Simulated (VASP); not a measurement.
Write the native input for VASP 6.6.1 that does the following.

* Task: single point
* Functional: RPBE
* Potentials or basis: VASP PAW PBE potentials, release 64 (Fe)
* Cutoff: 520 eV
* k mesh: 24 × 24 × 13
* Occupations: fermi-dirac, width 0.1 eV
* Spin: no spin polarisation
* Dipole correction: no
* Further INCAR settings: ALGO = Normal; EDIFF = 1e-06; NBANDS = 15

The structure of Fe lies in POSCAR:

```
Fe
1.0
    2.4789035963      0.0000000000      0.0000000000
   -1.2394517982      2.1467934879      0.0000000000
    0.0000000000      0.0000000000      3.9204861124
Fe
2
Direct
    0.3333333333      0.6666666667      0.2500000000
    0.6666666667      0.3333333333      0.7500000000
```

One way to write it, as run:

INCAR

```
SYSTEM = Fe
ALGO = Normal ; EDIFF = 1E-6
ENCUT = 520 ; GGA = RP
ISIF = 2 ; ISMEAR = -1
LASPH = .True. ; LCHARG = .False.
LREAL = .False. ; LWAVE = .False.
NBANDS = 15 ; NELM = 80
PREC = Accurate ; SIGMA = 0.1
```

KPOINTS

```
k-points
0
Gamma
  24 24 13
  0 0 0
```

Potentials or basis: VASP PAW PBE potentials, release 64 (Fe).

Run with:

```console
$ cat potpaw_PBE.64/Fe/POTCAR > POTCAR
$ mpirun -np 1 vasp_std > vasp.out
```

Results of the run:

- Pressure: -0.5 GPa
- Band gap on the k mesh: zero (band 8 reaches 7.66 eV, above the bottom of band 9 at 5.85 eV)

Caveat: the PAW data sets were made with another functional, which shifts forces and pressure a little; the run has no spin polarisation, though such a crystal can be magnetic.

Run time: 61 s on 1 thread of Intel(R) Xeon(R) Platinum 8488C (Sapphire Rapids), on a shared host, peak memory 0.22 GiB.
